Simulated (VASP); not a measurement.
# Li3ClO: single point with LDA

The system is Li3ClO.

```
Li Cl O
1.0
     3.90834    0.00000    0.00000
     0.00000    3.90834    0.00000
     0.00000    0.00000    3.90834
Li Cl O
3 1 1
Cartesian
  0.0000 1.9542 1.9542
  1.9542 0.0000 1.9542
  1.9542 1.9542 0.0000
  0.0000 0.0000 0.0000
  1.9542 1.9542 1.9542
```

- Program: VASP 6.6.1
- Task: single point
- Functional: LDA
- Potentials or basis: VASP PAW LDA potentials, release 64 (Li_sv, Cl, O)
- Cutoff: 520 eV
- k mesh: 6 × 6 × 6
- Occupations: gaussian, width 0.1 eV
- Spin: no spin polarisation

```
Band gap on the k mesh : 4.59 eV, indirect (least direct gap 4.61 eV)
```

Levels at points of the mesh, in eV from the valence-band top:
```csv
k point,band 8,band 9,band 10,band 11,band 12,band 13,band 14,band 15
"(0.00, 0.00, 0.00)",-2.94,-0.52,-0.52,-0.52,4.59,6.91,6.91,11.42
"(0.50, 0.00, 0.00)",-2.31,-1.12,-1.12,-1.00,6.29,6.36,8.79,8.79
"(0.50, 0.50, 0.00)",-2.09,-0.92,0.00,0.00,4.61,6.66,7.74,7.74
"(0.50, 0.50, 0.50)",-3.54,-0.72,-0.72,-0.72,8.46,8.46,8.46,8.69
```

It took 10 s on 1 thread of Intel(R) Xeon(R) 6975P-C (Granite Rapids) (shared host), peak memory 0.15 GiB.

 Expect the measured gap to be larger: semilocal functionals such as LDA lack the derivative discontinuity.
